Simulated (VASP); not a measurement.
# Mg2CuSb2 in VASP: single point with PBE

Aim: the single point of Mg2CuSb2 with PBE.

All numbers are computed with VASP 6.6.1; they aren't measurements. Logs are shortened: lines on timing, memory, paths and dates and some standing lists are left out, and cuts for length are marked.

## 1. The cell of the first run

The typed cell holds 5 atoms: a = 4.413 Å, b = 4.413 Å, c = 7.397 Å, α = 90.00°, β = 90.00°, γ = 120.00°.

## 2. Single point, PBE

INCAR

```
PREC = Accurate
ENCUT = 520
EDIFF = 1E-6
ISMEAR = -1
SIGMA = 0.1
LREAL = False
LASPH = True
NELM = 80
ALGO = Normal
ISIF = 2
LWAVE = False
LCHARG = False
GGA = PE
NBANDS = 20
```

KPOINTS

```
Automatic mesh
0
Gamma
  9 9 5
```

POSCAR

```
Mg2CuSb2
1.0
    4.4131150000      0.0000000000      0.0000000000
   -2.2065570000      3.8218730000      0.0000000000
    0.0000000000      0.0000000000      7.3970370000
Sb Mg Cu
2 2 1
Direct
    0.3333000000      0.6667000000      0.2600000000
    0.6667000000      0.3333000000      0.7400000000
    0.3333000000      0.6667000000      0.6200000000
    0.6667000000      0.3333000000      0.3800000000
    0.0000000000      0.0000000000      0.0000000000
```

Potentials or basis: VASP PAW PBE potentials, release 64 (Sb, Mg, Cu).

Command:

```sh
$ cat potpaw_PBE.64/Sb/POTCAR potpaw_PBE.64/Mg/POTCAR potpaw_PBE.64/Cu/POTCAR > POTCAR
$ mpirun -np 1 vasp_std > vasp.out
```

OUTCAR:

```text
PREC = Accurate
   ENCUT = 520
   EDIFF = 1E-6
   ISMEAR = -1
   LREAL = False
   LASPH = True
   NELM = 80
   ISIF = 2
   GGA = PE

 ion  position               nearest neighbor table
   1  0.333  0.667  0.260-   3 2.66   4 2.70   4 2.70   4 2.70   5 3.19   5 3.19   5 3.19
   2  0.667  0.333  0.740-   4 2.66   3 2.70   3 2.70   3 2.70   5 3.19   5 3.19   5 3.19
   3  0.333  0.667  0.620-   1 2.66   2 2.70   2 2.70   2 2.70   4 3.11   4 3.11   4 3.11
   4  0.667  0.333  0.380-   2 2.66   1 2.70   1 2.70   1 2.70   3 3.11   3 3.11   3 3.11
   5  0.000  0.000  0.000-   1 3.19   2 3.19   2 3.19   1 3.19   2 3.19   1 3.19

  LATTYP: Found a hexagonal cell.
 ALAT       =     4.4131150000
 C/A-ratio  =     1.6761487068

  Lattice vectors:

 A1 = (   4.4131150000,   0.0000000000,   0.0000000000)
 A2 = (  -2.2065570000,   3.8218730000,   0.0000000000)
 A3 = (   0.0000000000,   0.0000000000,   7.3970370000)

Analysis of symmetry for initial positions (statically):
=====================================================================
 Subroutine PRICEL returns:
 Original cell was already a primitive cell.

 Routine SETGRP: Setting up the symmetry group for a
 hexagonal supercell.

 Subroutine GETGRP returns: Found  4 space group operations
 (whereof  4 operations were pure point group operations)
 out of a pool of 24 trial point group operations.

The static configuration has the point symmetry C_2h.

Analysis of symmetry for dynamics (positions and initial velocities):
=====================================================================
 Subroutine PRICEL returns:
 Original cell was already a primitive cell.

 Routine SETGRP: Setting up the symmetry group for a
 hexagonal supercell.

 Subroutine GETGRP returns: Found  4 space group operations
 (whereof  4 operations were pure point group operations)
 out of a pool of 24 trial point group operations.

The dynamic configuration has the point symmetry C_2h.

 Subroutine INISYM returns: Found  4 space group operations
 (whereof  4 operations are pure point group operations),
 and found     1 'primitive' translations

----------------------------------------------------------------------------------------

                                     Primitive cell

  volume of cell :     124.7611

  direct lattice vectors                    reciprocal lattice vectors
     4.413115000  0.000000000  0.000000000     0.226597313  0.130825877  0.000000000
    -2.206557000  3.821873000  0.000000000     0.000000000  0.261651813  0.000000000
     0.000000000  0.000000000  7.397037000     0.000000000  0.000000000  0.135189266

  length of vectors
     4.413115000  4.413117608  7.397037000     0.261651968  0.261651813  0.135189266

  position of ions in fractional coordinates (direct lattice)
     0.333300000  0.666700000  0.260000000
     0.666700000  0.333300000  0.740000000
     0.333300000  0.666700000  0.620000000
     0.666700000  0.333300000  0.380000000
     0.000000000  0.000000000  0.000000000

  ion indices of the primitive-cell ions
   primitive index   ion index
                 1           1
                 2           2
                 3           3
                 4           4
                 5           5

----------------------------------------------------------------------------------------

 KPOINTS: Automatic mesh

Automatic generation of k-mesh.
 Grid dimensions read from file:
 generate k-points for:    9    9    5

 Generating k-lattice:

  Cartesian coordinates                     Fractional coordinates (reciprocal lattice)
     0.025177479  0.014536209  0.000000000     0.111111111  0.000000000  0.000000000
     0.000000000  0.029072424  0.000000000     0.000000000  0.111111111  0.000000000
     0.000000000  0.000000000  0.027037853     0.000000000  0.000000000  0.200000000

  Length of vectors
     0.029072441  0.029072424  0.027037853

  Shift w.r.t. Gamma in fractional coordinates (k-lattice)
     0.000000000  0.000000000  0.000000000

 Subroutine IBZKPT returns following result:
 ===========================================

 Found    115 irreducible k-points:

 Following reciprocal coordinates:
            Coordinates               Weight
  0.000000  0.000000  0.000000      1.000000
  0.111111 -0.000000  0.000000      4.000000
 -0.111111  0.111111  0.000000      2.000000
  0.222222 -0.000000  0.000000      4.000000
 -0.222222  0.222222  0.000000      2.000000
  0.333333 -0.000000  0.000000      4.000000
[... 16 lines left out ...]
 -0.222222 -0.444444  0.000000      4.000000
  0.444444  0.333333  0.000000      4.000000
 [... further k-points ...]
   k-points           NKPTS =    115   k-points in BZ     NKDIM =    115   number of bands    NBANDS=     20
   number of dos      NEDOS =    301   number of ions     NIONS =      5
   total plane-waves  NPLWV =  72576
   dimension x,y,z NGX =    36 NGY =   36 NGZ =   56
   dimension x,y,z NGXF=    72 NGYF=   72 NGZF=  112
   ions per type =               2   2   1
   NGX,Y,Z   is equivalent  to a cutoff of  13.56, 13.56, 12.59 a.u.
   NGXF,Y,Z  is equivalent  to a cutoff of  27.12, 27.12, 25.17 a.u.
 SYSTEM =  unknown system
   PREC   = accura    normal or accurate (medium, high low for compatibility)
   ISTART =      0    job   : 0-new  1-cont  2-samecut
   ICHARG =      2    charge: 1-file 2-atom 10-const
   ISPIN  =      1    spin polarized calculation?
   LNONCOLLINEAR =      F non collinear calculations
   LSORBIT =      F    spin-orbit coupling
   LASPH  =      T    aspherical Exc in radial PAW
   ENCUT  =  520.0 eV  38.22 Ry    6.18 a.u.   8.21  8.21 13.75*2*pi/ulx,y,z
   NELM   =     80;   NELMIN=  2; NELMDL= -5     # of ELM steps
   EDIFF  = 0.1E-05   stopping-criterion for ELM
   LREAL  =      F    real-space projection
   EDIFFG = 0.1E-04   stopping-criterion for IOM
   NSW    =      0    number of steps for IOM
   IBRION =     -1    ionic relax: 0-MD 1-quasi-New 2-CG
   NFREE  =      0    steps in history (QN), initial steepest desc. (CG)
   ISIF   =      2    stress and relaxation
   ISYM   =      2    0-nonsym 1-usesym 2-fastsym
   POTIM  = 0.5000    time-step for ionic-motion
   TEBEG  =    0.0;   TEEND  =   0.0 temperature during run
   PSTRESS=    0.0 pullay stress
   NELECT =      25.0000    total number of electrons
   NUPDOWN=      -1.0000    fix difference up-down
   EMIN   =  10.00;   EMAX   =-10.00  energy-range for DOS
   EFERMI =   0.00;   METHOD = LEGACY
   ISMEAR =    -1;   SIGMA  =   0.10  broadening in eV -4-tet -1-fermi 0-gaus
   EFERMI_NEDOS =   21; number of points for ismear=-14 and -15
   IALGO  =     38    algorithm
   IMIX   =      4    mixing-type and parameters
     AMIX     =   0.40;   BMIX     =  1.00
     AMIX_MAG =   1.60;   BMIX_MAG =  1.00
  volume/ion in A,a.u.               =      24.95       168.39
  Fermi-wavevector in a.u.,A,eV,Ry     =   0.957992  1.810342 12.486720  0.917748
  Thomas-Fermi vector in A             =   2.087059
   LORBIT       =      0    0 simple, 1 ext, 2 COOP (PROOUT), +10 PAW based schemes
   GGA     = PE    functional components
   LHFCALC =     F    Hartree Fock is set to
   AEXX    =    0.0000 exact exchange contribution
   IVDW    =     0    specifies the selected vdW correction
   LEPSILON=     F    determine dielectric tensor
   LRPA    =     F    only Hartree local field effects (RPA)
 non-spin polarized calculation
  energy-cutoff  :      520.00
  volume of cell :      124.76
 maximum number of plane-waves:      3381
 NGX is ok and might be reduce to    36
   NGX = 17   NGY = 17   NGZ = 27

 number of electron      24.9999994 magnetization

 Free energy of the ion-electron system (eV)
  ---------------------------------------------------
  ext. energy  EPLUGINS =         0.00000000
  ---------------------------------------------------
  free energy    TOTEN  =       -13.91551655 eV

  energy without entropy =      -13.82102952  energy(sigma->0) =      -13.86827303

 E-fermi :   4.1204     XC(G=0):  -9.1119

 val. band max:        4.1035162964   @ k =   0.0000   0.3333   0.2000
 cond. band min:       4.1306947924   @ k =  -0.1111   0.2222   0.2000
 fundamental gap:      0.0271784960
 Fermi energy:         4.1204161789

 k-point     1 :       0.0000    0.0000    0.0000
  band No.  band energies     occupation
      1      -5.9731      2.00000
      2      -4.7342      2.00000
      3      -0.3481      2.00000
      4       2.2681      2.00000
      5       2.2681      2.00000
      6       2.5268      2.00000
[... 12 lines left out ...]
     19       9.6580      0.00000
     20       9.6590      0.00000

 k-point     2 :       0.1111   -0.0000    0.0000
  band No.  band energies     occupation
      1      -5.8817      2.00000
      2      -4.6775      2.00000
      3      -0.2311      2.00000
      4       2.1836      2.00000
      5       2.2696      2.00000
      6       2.4855      2.00000
[... 12 lines left out ...]
     19       9.1262      0.00000
     20       9.5188      0.00000

 k-point     3 :      -0.1111    0.1111    0.0000
  band No.  band energies     occupation
      1      -5.8817      2.00000
      2      -4.6775      2.00000
      3      -0.2311      2.00000
      4       2.1837      2.00000
      5       2.2696      2.00000
      6       2.4855      2.00000
[... 12 lines left out ...]
     19       9.1261      0.00000
     20       9.5190      0.00000

 k-point     4 :       0.2222   -0.0000    0.0000
  band No.  band energies     occupation
      1      -5.6207      2.00000
      2      -4.5334      2.00000
      3       0.1098      2.00000
      4       1.5465      2.00000
      5       2.0956      2.00000
      6       2.2676      2.00000
[... 429 lines left out ...]
 k-point    23 :      -0.2222   -0.4444    0.0000
  band No.  band energies     occupation
      1      -4.7042      2.00000
      2      -4.3561      2.00000
      3       0.2854      2.00000
      4       0.7851      2.00000
      5       1.1153      2.00000
      6       1.8400      2.00000
[... 12 lines left out ...]
     19      10.1142      0.00000
     20      10.5137      0.00000

 k-point    24 :       0.4444    0.3333    0.0000
  band No.  band energies     occupation
      1      -4.7044      2.00000
      2      -4.3559      2.00000
      3       0.2853      2.00000
      4       0.7856      2.00000
      5       1.1153      2.00000
      6       1.8398      2.00000
[... 12 lines left out ...]
     19      10.1148      0.00000
     20      10.5140      0.00000

 [... further k-points ...]
[... 5 lines left out ...]
  --------------------------------------------------------------------------------------
  -------------------------------------------------------------------------------------
  Total        3.9325194      3.9426574      3.0895666      0.0087744      0.0027583     -0.0047775
  in kB       50.5012548     50.6314471     39.6760885      0.1126809      0.0354220     -0.0613521
  external PRESSURE =      46.9362635 kB  Pullay stress =       0.0000000 kB

 VOLUME and BASIS-vectors are now :
 -----------------------------------------------------------------------------
  energy-cutoff  :      520.00
  volume of cell :      124.76
      direct lattice vectors                 reciprocal lattice vectors
     4.413115000  0.000000000  0.000000000     0.226597313  0.130825877  0.000000000
    -2.206557000  3.821873000  0.000000000     0.000000000  0.261651813  0.000000000
     0.000000000  0.000000000  7.397037000     0.000000000  0.000000000  0.135189266

 POSITION                                       TOTAL-FORCE (eV/Angst)
 -----------------------------------------------------------------------------------
     -0.00022      2.54804      1.92323         0.002421     -0.001398     -2.560595
      2.20678      1.27383      5.47381        -0.002421      0.001398      2.560595
     -0.00022      2.54804      4.58616         0.002772     -0.001601      0.775742
      2.20678      1.27383      2.81087        -0.002772      0.001601     -0.775742
      0.00000      0.00000      0.00000         0.000000     -0.000000      0.000000
 -----------------------------------------------------------------------------------
    total drift:                               -0.000000     -0.000000     -0.000000

  FREE ENERGIE OF THE ION-ELECTRON SYSTEM (eV)
  ---------------------------------------------------
  free  energy   TOTEN  =       -13.9155165477 eV

  energy  without entropy=      -13.8210295197  energy(sigma->0) =      -13.86827303
```

It took 5.4 min on 1 thread of Intel Xeon Platinum 8259CL at 2.50GHz (Skylake/Cascade Lake), shared host; peak memory 0.48 GiB.

What came out:

* Free energy: -13.9155 eV
* Pressure: 4.7 GPa
* Largest force: 2.561 eV/Å
* Band gap on the k mesh: zero (an odd number of electrons rules out a gap without spin polarisation)

Forces on the atoms (eV/Å):
```
Sb   0.002 -0.001 -2.561
Sb  -0.002  0.001  2.561
Mg   0.003 -0.002  0.776
Mg  -0.003  0.002 -0.776
Cu   0.000  0.000  0.000
```

Levels at points of the mesh, in eV from the Fermi level:
| k point | band 9 | band 10 | band 11 | band 12 | band 13 | band 14 | band 15 | band 16 | band 17 | band 18 |
| --- | --- | --- | --- | --- | --- | --- | --- | --- | --- | --- |
| (0.00, 0.00, 0.00) | -0.15 | -0.15 | 0.05 | 0.35 | 0.35 | 1.79 | 2.85 | 4.27 | 4.27 | 4.92 |

Caveat: the cell stands under pressure; spin-orbit coupling is left out, which moves the levels of the heavy elements; forces of over 1 eV/Å act on the atoms, so gaps and moduli don't describe the material at rest.
